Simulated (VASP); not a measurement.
F, 4 atoms in the cell. The structure is monoclinic, space group C2/m (No. 12). The conventional cell has a = 6.034 Å, b = 3.746 Å, c = 7.805 Å, α = 90.00°, β = 110.92°, γ = 90.00°. Within 1.9 Å of F (site symmetry m) lie 1 F at 1.46 Å. Within 1.9 Å of F (site symmetry m) lie 1 F at 1.46 Å. 

| Quantity | Value |
| --- | --- |
| Program | VASP 6.6.1 |
| Task | single point |
| Functional | PBEsol |
| Potentials or basis | VASP PAW PBE potentials, release 64 (F) |
| Cutoff | 520 eV |
| k mesh | 4 × 4 × 2 |
| Occupations | gaussian, width 0.05 eV |
| Spin | no spin polarisation |
| Dipole correction | no |
| Further INCAR settings | ALGO = Normal; EDIFF = 1e-06; NBANDS = 22 |

Potentials or basis: VASP PAW PBE potentials, release 64 (F).

Launch:

```sh
$ cat potpaw_PBE.64/F/POTCAR > POTCAR
$ mpirun -np 1 vasp_std > vasp.out
```

Hardware: 1 thread of AMD EPYC 9R45 96-Core Processor (Zen 5), on a shared host.

Question: Estimate the wall time of this run.

Answer: Run time: 14 s on 1 thread of AMD EPYC 9R45 96-Core Processor (Zen 5), with other jobs on the host, peak memory 0.16 GiB. Counts: scf iterations 12, k points 14.
